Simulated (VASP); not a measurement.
Set up this calculation in VASP 6.6.1, as the native input.

| Quantity | Value |
| --- | --- |
| Task | single point |
| Functional | PBE |
| Potentials or basis | VASP PAW PBE potentials, release 64 (Re) |
| Cutoff | 520 eV |
| k mesh | 14 × 14 × 14 |
| Occupations | fermi-dirac, width 0.1 eV |
| Spin | no spin polarisation |
| Dipole correction | no |
| Further INCAR settings | ALGO = Normal; EDIFF = 1e-06; NBANDS = 10 |

The structure of Re lies in POSCAR:

```
Re
1.0
    2.6798395178      0.0000000000      0.0000000000
    0.0000000000      2.6798395178      0.0000000000
    0.0000000000      0.0000000000      2.6798395178
Re
1
Direct
    0.0000000000      0.0000000000      0.0000000000
```

This cell differs from its parent crystal: volume scaled by 1.12.

One way to write it, as run:

INCAR

```
ALGO = Normal
EDIFF = 1E-6
ENCUT = 520
GGA = PE
ISIF = 2
ISMEAR = -1
LASPH = T
LCHARG = T
LELF = T
LREAL = F
LVHAR = T
LWAVE = F
NBANDS = 10
NELM = 60
PREC = Accurate
SIGMA = 0.1
```

KPOINTS

```
k-points
0
Gamma
  14 14 14
```

Potentials or basis: VASP PAW PBE potentials, release 64 (Re).

Run with:

```sh
$ cat potpaw_PBE.64/Re/POTCAR > POTCAR
$ mpirun -np 1 vasp_std > vasp.out
```

Results of the run:

```json
{
  "Pressure": "-24.1 GPa"
}
```

Run time: 15 s on 1 thread of Intel(R) Xeon(R) Platinum 8259CL CPU @ 2.50GHz (Skylake/Cascade Lake), on a shared host, peak memory 0.14 GiB.
